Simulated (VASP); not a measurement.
# RbBr in VASP: a series of runs, part 2 of 2

VASP 6.6.1. Earlier steps stand in the parts before.

## (5) Relaxation of cell and atoms, PBE

This run uses another cell than the first one, of 41.09 Å³/atom, 1.121 times its volume.

Contents of INCAR:

```
ALGO = Normal
EDIFF = 1E-7
EDIFFG = -0.08
ENCUT = 500
GGA = PE
GGA_COMPAT = F
IBRION = 2
ISIF = 3
ISMEAR = 0
LASPH = T
LCHARG = F
LREAL = F
LWAVE = F
NELM = 120
NELMIN = 4
NSW = 36
PREC = Accurate
SIGMA = 0.15
```

Contents of KPOINTS:

```
k-points
0
Gamma
  3 3 3
```

Contents of POSCAR:

```
RbBr
1.0
    4.3475830800      0.0000000000      0.0000000000
    0.0000000000      4.3475830800      0.0000000000
    0.0000000000      0.0000000000      4.3475830800
Rb Br
1 1
Direct
    0.5000000000      0.5000000000      0.5000000000
    0.0000000000      0.0000000000      0.0000000000
```

Potentials or basis: VASP PAW PBE potentials, release 64 (Rb_sv, Br).

Command:

```console
> cat potpaw_PBE.64/Rb_sv/POTCAR potpaw_PBE.64/Br/POTCAR > POTCAR
> mpirun -np 1 vasp_std > vasp.out
```

OUTCAR:

```text
EDIFF = 1E-7
   EDIFFG = -0.08
   ENCUT = 500
   GGA = PE
   IBRION = 2
   ISIF = 3
   ISMEAR = 0
   LASPH = T
   LREAL = F
   NELM = 120
   NELMIN = 4
   NSW = 36
   PREC = Accurate

 ion  position               nearest neighbor table
   1  0.500  0.500  0.500-   2 3.77   2 3.77   2 3.77   2 3.77   2 3.77   2 3.77   2 3.77   2 3.77

   2  0.000  0.000  0.000-   1 3.77   1 3.77   1 3.77   1 3.77   1 3.77   1 3.77   1 3.77   1 3.77

  LATTYP: Found a simple cubic cell.
 ALAT       =     4.3475830800

  Lattice vectors:

 A1 = (   4.3475830800,   0.0000000000,   0.0000000000)
 A2 = (   0.0000000000,   4.3475830800,   0.0000000000)
 A3 = (   0.0000000000,   0.0000000000,   4.3475830800)

Analysis of symmetry for initial positions (statically):
=====================================================================
 Subroutine PRICEL returns:
 Original cell was already a primitive cell.

 Routine SETGRP: Setting up the symmetry group for a
 simple cubic supercell.

 Subroutine GETGRP returns: Found 48 space group operations
 (whereof 48 operations were pure point group operations)
 out of a pool of 48 trial point group operations.

The static configuration has the point symmetry O_h .

Analysis of symmetry for dynamics (positions and initial velocities):
=====================================================================
 Subroutine PRICEL returns:
 Original cell was already a primitive cell.

 Routine SETGRP: Setting up the symmetry group for a
 simple cubic supercell.

 Subroutine GETGRP returns: Found 48 space group operations
 (whereof 48 operations were pure point group operations)
 out of a pool of 48 trial point group operations.

The dynamic configuration has the point symmetry O_h .

 Subroutine INISYM returns: Found 48 space group operations
 (whereof 48 operations are pure point group operations),
 and found     1 'primitive' translations

----------------------------------------------------------------------------------------

                                     Primitive cell

  volume of cell :      82.1757

  direct lattice vectors                    reciprocal lattice vectors
     4.347583080  0.000000000  0.000000000     0.230012856  0.000000000  0.000000000
     0.000000000  4.347583080  0.000000000     0.000000000  0.230012856  0.000000000
     0.000000000  0.000000000  4.347583080     0.000000000  0.000000000  0.230012856

  length of vectors
     4.347583080  4.347583080  4.347583080     0.230012856  0.230012856  0.230012856

  position of ions in fractional coordinates (direct lattice)
     0.500000000  0.500000000  0.500000000
     0.000000000  0.000000000  0.000000000

  ion indices of the primitive-cell ions
   primitive index   ion index
                 1           1
                 2           2

----------------------------------------------------------------------------------------

 KPOINTS: k-points

Automatic generation of k-mesh.
 Grid dimensions read from file:
 generate k-points for:    3    3    3

 Generating k-lattice:

  Cartesian coordinates                     Fractional coordinates (reciprocal lattice)
     0.076670952  0.000000000  0.000000000     0.333333333  0.000000000  0.000000000
     0.000000000  0.076670952  0.000000000     0.000000000  0.333333333  0.000000000
     0.000000000  0.000000000  0.076670952     0.000000000  0.000000000  0.333333333

  Length of vectors
     0.076670952  0.076670952  0.076670952

  Shift w.r.t. Gamma in fractional coordinates (k-lattice)
     0.000000000  0.000000000  0.000000000

 Subroutine IBZKPT returns following result:
 ===========================================

 Found      4 irreducible k-points:

 Following reciprocal coordinates:
            Coordinates               Weight
  0.000000  0.000000  0.000000      1.000000
  0.333333  0.000000  0.000000      6.000000
  0.333333  0.333333  0.000000     12.000000
  0.333333  0.333333  0.333333      8.000000
   k-points           NKPTS =      4   k-points in BZ     NKDIM =      4   number of bands    NBANDS=     12
   number of dos      NEDOS =    301   number of ions     NIONS =      2
   total plane-waves  NPLWV =  32768
   dimension x,y,z NGX =    32 NGY =   32 NGZ =   32
   dimension x,y,z NGXF=    64 NGYF=   64 NGZF=   64
   ions per type =               1   1
   NGX,Y,Z   is equivalent  to a cutoff of  12.24, 12.24, 12.24 a.u.
   NGXF,Y,Z  is equivalent  to a cutoff of  24.47, 24.47, 24.47 a.u.
 SYSTEM =  unknown system
   PREC   = accura    normal or accurate (medium, high low for compatibility)
   ISTART =      0    job   : 0-new  1-cont  2-samecut
   ICHARG =      2    charge: 1-file 2-atom 10-const
   ISPIN  =      1    spin polarized calculation?
   LNONCOLLINEAR =      F non collinear calculations
   LSORBIT =      F    spin-orbit coupling
   LASPH  =      T    aspherical Exc in radial PAW
   ENCUT  =  500.0 eV  36.75 Ry    6.06 a.u.   7.93  7.93  7.93*2*pi/ulx,y,z
   NELM   =    120;   NELMIN=  4; NELMDL= -5     # of ELM steps
   EDIFF  = 0.1E-06   stopping-criterion for ELM
   LREAL  =      F    real-space projection
   EDIFFG = -.8E-01   stopping-criterion for IOM
   NSW    =     36    number of steps for IOM
   IBRION =      2    ionic relax: 0-MD 1-quasi-New 2-CG
   NFREE  =      1    steps in history (QN), initial steepest desc. (CG)
   ISIF   =      3    stress and relaxation
   ISYM   =      2    0-nonsym 1-usesym 2-fastsym
   POTIM  = 0.5000    time-step for ionic-motion
   TEBEG  =    0.0;   TEEND  =   0.0 temperature during run
   PSTRESS=    0.0 pullay stress
   NELECT =      16.0000    total number of electrons
   NUPDOWN=      -1.0000    fix difference up-down
   EMIN   =  10.00;   EMAX   =-10.00  energy-range for DOS
   EFERMI =   0.00;   METHOD = LEGACY
   ISMEAR =     0;   SIGMA  =   0.15  broadening in eV -4-tet -1-fermi 0-gaus
   EFERMI_NEDOS =   21; number of points for ismear=-14 and -15
   IALGO  =     38    algorithm
   IMIX   =      4    mixing-type and parameters
     AMIX     =   0.40;   BMIX     =  1.00
     AMIX_MAG =   1.60;   BMIX_MAG =  1.00
  volume/ion in A,a.u.               =      41.09       277.27
  Fermi-wavevector in a.u.,A,eV,Ry     =   0.948856  1.793078 12.249700  0.900328
  Thomas-Fermi vector in A             =   2.077084
   LORBIT       =      0    0 simple, 1 ext, 2 COOP (PROOUT), +10 PAW based schemes
   GGA     = PE    functional components
   LHFCALC =     F    Hartree Fock is set to
   AEXX    =    0.0000 exact exchange contribution
   IVDW    =     0    specifies the selected vdW correction
   LEPSILON=     F    determine dielectric tensor
   LRPA    =     F    only Hartree local field effects (RPA)
 conjugate gradient relaxation of ions
 non-spin polarized calculation
 Gauss-broadening in eV      SIGMA  =   0.15
  energy-cutoff  :      500.00
  volume of cell :       82.18
 maximum number of plane-waves:      2103
 NGX is ok and might be reduce to    32
   NGX = 15   NGY = 15   NGZ = 15

--------------------------------------- Ionic step        1  -------------------------------------------

 number of electron      15.9999999 magnetization

 Free energy of the ion-electron system (eV)
  ---------------------------------------------------
  ext. energy  EPLUGINS =         0.00000000
  ---------------------------------------------------
  free energy    TOTEN  =        -5.96138383 eV

  energy without entropy =       -5.96138383  energy(sigma->0) =       -5.96138383

------------------------ aborting loop because EDIFF is reached ----------------------------------------

  FORCE on cell =-STRESS in cart. coord.  units (eV):
  Direction    XX          YY          ZZ          XY          YZ          ZX
  --------------------------------------------------------------------------------------
  -------------------------------------------------------------------------------------
  Total       -0.5397186     -0.5397186     -0.5397186      0.0000000      0.0000000     -0.0000000
  in kB      -10.5228722    -10.5228722    -10.5228722      0.0000000      0.0000000     -0.0000000
  external PRESSURE =     -10.5228722 kB  Pullay stress =       0.0000000 kB
[... 57 lines left out ...]
  energy  without entropy=       -5.9787188051  energy(sigma->0) =       -5.97871881

--------------------------------------- Ionic step        3  -------------------------------------------

 number of electron      16.0000001 magnetization

 Free energy of the ion-electron system (eV)
  ---------------------------------------------------
  ext. energy  EPLUGINS =         0.00000000
  ---------------------------------------------------
  free energy    TOTEN  =        -5.98850128 eV

  energy without entropy =       -5.98850128  energy(sigma->0) =       -5.98850128

 E-fermi :  -0.2532     XC(G=0):  -7.6398

 val. band max:       -1.0434248481   @ k =   0.3333   0.3333   0.0000
 cond. band min:       2.8964453472   @ k =   0.0000   0.0000   0.0000
 fundamental gap:      3.9398701954
 Fermi energy:        -0.2532350299

 k-point     1 :       0.0000    0.0000    0.0000
  band No.  band energies     occupation
      1     -26.1908      2.00000
      2     -13.4653      2.00000
      3     -10.1838      2.00000
      4     -10.1838      2.00000
      5     -10.1838      2.00000
      6      -1.1074      2.00000
      7      -1.1074      2.00000
      8      -1.1074      2.00000
      9       2.8964      0.00000
     10       4.6744      0.00000
     11       4.6744      0.00000
     12       8.7628      0.00000
[... 72 lines left out ...]
  FREE ENERGIE OF THE ION-ELECTRON SYSTEM (eV)
  ---------------------------------------------------
  free  energy   TOTEN  =        -5.9885012826 eV

  energy  without entropy=       -5.9885012826  energy(sigma->0) =       -5.98850128

 reached required accuracy - stopping structural energy minimisation
```

It took 13 s on 1 thread of Intel Xeon Platinum 8488C (Sapphire Rapids), shared host; peak memory 0.17 GiB.

Results:

| Item | Value |
| --- | --- |
| Free energy | -5.9885 eV |
| Relaxed volume | 37.58 Å³/atom |
| Relaxed cell | a = 4.220 Å, b = 4.220 Å, c = 4.220 Å, α = 90.00°, β = 90.00°, γ = 90.00° |
| Space group after relaxing (to 0.05 Å) | Pm-3m (No. 221) |
| Energy gained by relaxing | 13.6 meV/atom |
| Ionic steps | 3 |
| Pressure after relaxing | -0.1 GPa |
| Band gap on the k mesh | 3.94 eV, indirect (least direct gap 4.00 eV) |

The path:
```tsv
step	energy change (eV)	largest force (eV/Å)	pressure (GPa)	volume (Å³)
1	0.0000	0.0000	-1.05	82.18
2	-0.0173	0.0000	-0.69	79.01
3	-0.0271	0.0000	-0.10	75.16
```

Final structure:
```
CELL_PARAMETERS angstrom
4.22019 0.00000 0.00000
0.00000 4.22019 0.00000
0.00000 0.00000 4.22019
ATOMIC_POSITIONS crystal
Rb 0.50000 0.50000 0.50000
Br 0.00000 0.00000 0.00000
```

Caveat: the k points lie up to 0.50 Å⁻¹ apart in the final cell. A k mesh can miss the band edges.

## (6) The runs side by side

| task | cell | k mesh | gap on the mesh (eV) | pressure (GPa) |
| --- | --- | --- | --- | --- |
| single point | a = 4.185 Å, 2 atoms | 3 × 3 × 3 | 4.02 | 0.3 |
| single point | a = 4.163, b = 4.163, c = 4.198 Å, 2 atoms | 4 × 4 × 3 | 3.98 | 0.3 |
| single point | a = 4.183, b = 4.183, c = 4.201 Å, 2 atoms | 4 × 4 × 3 | 3.94 | 0.1 |
| relaxation of cell and atoms | relaxed from a = 4.348 Å, 2 atoms | 3 × 3 × 3 | 3.94 | -0.1 |

Alike in all rows: level PBE; potentials or basis VASP PAW PBE potentials, release 64 (Rb_sv, Br); no spin polarisation; cutoff (eV) 500; smearing gaussian 0.15 eV.

Caveats: all runs use coarse meshes.

Absolute energies hang on the potentials; compare differences alone.
